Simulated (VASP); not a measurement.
Wanted: the native input for a VASP 6.6.1 run.

* Task: relaxation of cell and atoms
* Functional: PBE
* Potentials or basis: VASP PAW PBE potentials, release 64 (Ga_d, As)
* Cutoff: 600 eV
* k mesh: 10 × 10 × 10
* Occupations: gaussian, width 0.1 eV
* Spin: no spin polarisation
* Dipole correction: no
* Further INCAR settings: ALGO = Normal; EDIFF = 1e-06; IBRION = 2; EDIFFG = -0.01; NSW = 100; ISIF = 3

The structure of GaAs3 lies in POSCAR:

```
GaAs3
1.0
    4.9782336793      0.0000000000      0.0000000000
    0.0000000000      4.9782336793      0.0000000000
    0.0000000000      0.0000000000      4.9782336793
Ga As
1 3
Direct
    0.5000000000      0.5000000000      0.5000000000
    0.0000000000      0.5000000000      0.5000000000
    0.5000000000      0.0000000000      0.5000000000
    0.5000000000      0.5000000000      0.0000000000
```

The cell was generated, and may not be a known phase.

One way to write it, as run:

INCAR

```
ALGO = Normal ; EDIFF = 1E-6
EDIFFG = -0.01 ; ENCUT = 600
GGA = PE ; IBRION = 2
ISIF = 3 ; ISMEAR = 0
LASPH = T ; LCHARG = F
LREAL = F ; LWAVE = F
NELM = 100 ; NSW = 100
PREC = Accurate ; SIGMA = 0.1
```

KPOINTS

```
k-points
0
Gamma
  10 10 10
```

Potentials or basis: VASP PAW PBE potentials, release 64 (Ga_d, As).

The run is started by

```console
$ cat potpaw_PBE.64/Ga_d/POTCAR potpaw_PBE.64/As/POTCAR > POTCAR
$ mpirun -np 1 vasp_std > vasp.out
```

Results of the run:

```
Relaxed volume                        : 30.94 Å³/atom
Relaxed cell                          : a = 4.983 Å, b = 4.983 Å, c = 4.983 Å, α = 90.00°, β = 90.00°, γ = 90.00°
Space group after relaxing (to 0.1 Å) : Pm-3m (No. 221)
Energy gained by relaxing             : 0.0 meV/atom
Ionic steps                           : 2
Pressure after relaxing               : 0.0 GPa
Band gap on the k mesh                : zero (bands 14 and 15 overlap by 1.51 eV)
```

Wall time 5.3 min on 1 thread of Intel Xeon 8259CL, on a shared host, peak memory 0.35 GiB.
